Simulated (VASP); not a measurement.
SbMo, 4 atoms in the cell. It takes space group P6_3/mmc (No. 194, hexagonal). The conventional cell has a = 4.528 Å, b = 4.528 Å, c = 5.353 Å, α = 90.00°, β = 90.00°, γ = 120.00°. Within 3.5 Å of Mo (site symmetry -3m) lie 2 Mo at 2.68 Å and 6 Sb at 2.94 Å. Within 3.9 Å of Sb (site symmetry -6m2) lie 6 Mo at 2.94 Å and 6 Sb at 3.74 Å. 

```yaml
Program: VASP 6.6.1
Task: relaxation of shape and atoms at fixed volume
Functional: PBE
Potentials_or_basis: VASP PAW PBE potentials, release 64 (Mo_sv, Sb)
Cutoff: 600 eV
k_mesh: 10 × 10 × 6
Occupations: gaussian, width 0.05 eV
Spin: no spin polarisation
Dipole_correction: no
Further_INCAR_settings: ALGO = Normal; EDIFF = 1e-06; IBRION = 2; EDIFFG = -0.01; NSW = 60; ISIF = 4
```

Potentials or basis: VASP PAW PBE potentials, release 64 (Mo_sv, Sb).

Run with:

```bash
$ cat potpaw_PBE.64/Mo_sv/POTCAR potpaw_PBE.64/Sb/POTCAR > POTCAR
$ mpirun -np 1 vasp_std > vasp.out
```

Hardware: 1 thread of Intel(R) Xeon(R) 6975P-C (Granite Rapids), on a shared host.

Task: Estimate the wall time of this run.

Result: It took 110 s on 1 thread of Intel(R) Xeon(R) 6975P-C (Granite Rapids), with other jobs on the host, peak memory 0.33 GiB. Counts: scf iterations 24, k points 56, ion steps 3.
